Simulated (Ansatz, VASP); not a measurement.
## One calculation of Rh, two programs

Contents of INCAR:

```
  PREC = Accurate
  ENCUT = 520
  EDIFF = 1E-7
  ISMEAR = -1
  SIGMA = 0.08
  LREAL = False
  LASPH = True
  NELM = 80
  ALGO = Normal
  ISIF = 2
  LWAVE = False
  LCHARG = False
  GGA = PE
  NBANDS = 22
```

Contents of KPOINTS:

```
Automatic mesh
0
Gamma
  11 11 11
```

The input POSCAR:

```
Rh
1.0
    0.0000000000      2.7100917468      2.7100917468
    2.7100917468      0.0000000000      2.7100917468
    2.7100917468      2.7100917468      0.0000000000
Rh
2
Direct
    0.0000000000      0.0000000000      0.0000000000
    0.2500000000      0.2500000000      0.2500000000
```

Input for Ansatz:

```yaml
crystal:
  lattice:
    - [0.0, 2.7100917468, 2.7100917468]
    - [2.7100917468, 0.0, 2.7100917468]
    - [2.7100917468, 2.7100917468, 0.0]
  atoms:
    - { symbol: Rh, position: [0.0, 0.0, 0.0] }
    - { symbol: Rh, position: [0.25, 0.25, 0.25] }
kpoints:
  mp_grid: { grid: [11, 11, 11] }
scf:
  occupations: { method: fermi_dirac, width: 0.08 }
hamiltonian:
  xc: pbe
  pseudopotentials: { kind: all_electron, lapw: { basis_error: 0.001 } }
output:
  forces: true
  stress: true
  eigenvalues: true
```

Change from the starting cell: volume scaled by 0.95.

Alike in both runs: task single point; functional PBE; k mesh 11 × 11 × 11; occupations fermi-dirac, width 0.08 eV; no spin polarisation.

|  | VASP | Ansatz |
| --- | --- | --- |
| version | VASP 6.6.1 | Ansatz 0.2.0 |
| potentials or method | VASP PAW PBE potentials, release 64 (Rh_pv), cutoff 520 eV | all-electron LAPW, scalar-relativistic |

Ansatz gave:

- pressure (GPa): 7.6

**Question.** What did VASP give for the same quantities?

**Answer.** Pressure (GPa): 7.7.

Ansatz ran all-electron here, and VASP with PAW potentials.
